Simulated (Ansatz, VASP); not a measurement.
## TiCo3 in VASP and in Ansatz

```
Ti Co
1.0
     3.58724    0.00000    0.00000
     0.00000    3.58724    0.00000
     0.00000    0.00000    3.58724
Ti Co
1 3
Direct
  0.00000 0.00000 0.00000
  0.00000 0.50000 0.50000
  0.50000 0.00000 0.50000
  0.50000 0.50000 0.00000
```

Alike in both runs: functional r2SCAN; k mesh 12 × 12 × 12; occupations gaussian, width 0.1 eV; collinear spin.

Ansatz relaxed the structure, and its values are those at the end. VASP's run is a single point on that final structure, the one shown.

```csv
,VASP,Ansatz
version,VASP 6.6.1,Ansatz 0.2.0
potentials or method,"VASP PAW PBE potentials, release 64 (Ti_sv, Co), cutoff 520 eV","scalar-relativistic, plane waves, PAW"
valence electrons in the cell,39,63
```

```tsv
	VASP	Ansatz	Ansatz less VASP
gap on the k mesh at the Fermi level (eV)	none	none	-
pressure (GPa)	-8.2	0.0	+8.15
net moment per atom (μB)	0.00	0.71	+0.711
size of the moment on the site where the two differ most (μB)	0.00	1.33	+1.329
```

The net moments are unlike, so the other rows may belong to different states. VASP's potentials were made for PBE, not for r2SCAN. Site moments also hang on the region over which each program counts them. A gap of «none» marks a metal or a gap that the smearing closes. VASP's potentials hold 39 valence electrons a cell and Ansatz's 63, so a difference there can come from the potentials and not from the codes.
